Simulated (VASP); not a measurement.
SnO2 (Cassiterite): single point with BLYP+D3(BJ)

SnO2 (Cassiterite):

```
CELL_PARAMETERS angstrom
4.73800 0.00000 0.00000
0.00000 4.73800 0.00000
0.00000 0.00000 3.18650
ATOMIC_POSITIONS crystal
Sn 0.50000 0.50000 0.50000
Sn 0.00000 0.00000 0.00000
O 0.80710 0.19290 0.50000
O 0.69290 0.69290 0.00000
O 0.19290 0.80710 0.50000
O 0.30710 0.30710 0.00000
```

```yaml
Program: VASP 6.6.1
Task: single point
Functional: BLYP
Dispersion: D3(BJ)
Potentials_or_basis: VASP PAW PBE potentials, release 64 (Sn_d, O)
Cutoff: 520 eV
k_mesh: 6 × 6 × 8
Occupations: fermi-dirac, width 0.05 eV
Spin: no spin polarisation
```

```json
{
  "Pressure": "11.1 GPa",
  "Largest force": "0.391 eV/Å",
  "Band gap on the k mesh": "1.36 eV, direct",
  "Dispersion energy per atom": "-0.490 eV"
}
```

Forces in eV/Å, atoms in the order of the input:
```
Sn   0.000  0.000  0.000
Sn   0.000  0.000  0.000
O   -0.277  0.277  0.000
O    0.277  0.277  0.000
O    0.277 -0.277  0.000
O   -0.277 -0.277  0.000
```

Stress tensor (GPa, compression positive):
```
 9.41  0.00  0.00
 0.00  9.41  0.00
 0.00  0.00 14.37
```

Levels at points of the mesh, in eV from the valence-band top:
| k point | band 24 | band 25 | band 26 | band 27 | band 28 | band 29 |
| --- | --- | --- | --- | --- | --- | --- |
| (0.00, 0.00, 0.00) | -0.77 | -0.77 | 0.00 | 1.36 | 6.19 | 6.51 |
| (0.50, 0.00, 0.00) | -1.15 | -0.62 | -0.62 | 4.48 | 4.48 | 7.22 |
| (0.50, 0.50, 0.00) | -1.27 | -0.89 | -0.89 | 4.86 | 4.86 | 7.63 |
| (0.00, 0.00, 0.50) | -1.63 | -1.23 | -1.23 | 6.22 | 6.22 | 9.97 |
| (0.50, 0.00, 0.50) | -1.09 | -0.67 | -0.67 | 6.49 | 6.49 | 8.25 |
| (0.50, 0.50, 0.50) | -0.95 | -0.83 | -0.83 | 4.98 | 4.98 | 9.03 |

Wall time 46 s on 1 thread of Intel(R) Xeon(R) 6975P-C (Granite Rapids), on a shared host, peak memory 0.24 GiB.

Caveat: the PAW data sets were made with another functional, which shifts forces and pressure a little; spin-orbit coupling is left out, which moves the levels of the heavy elements. Expect the measured gap to be larger: semilocal functionals such as BLYP lack the derivative discontinuity.
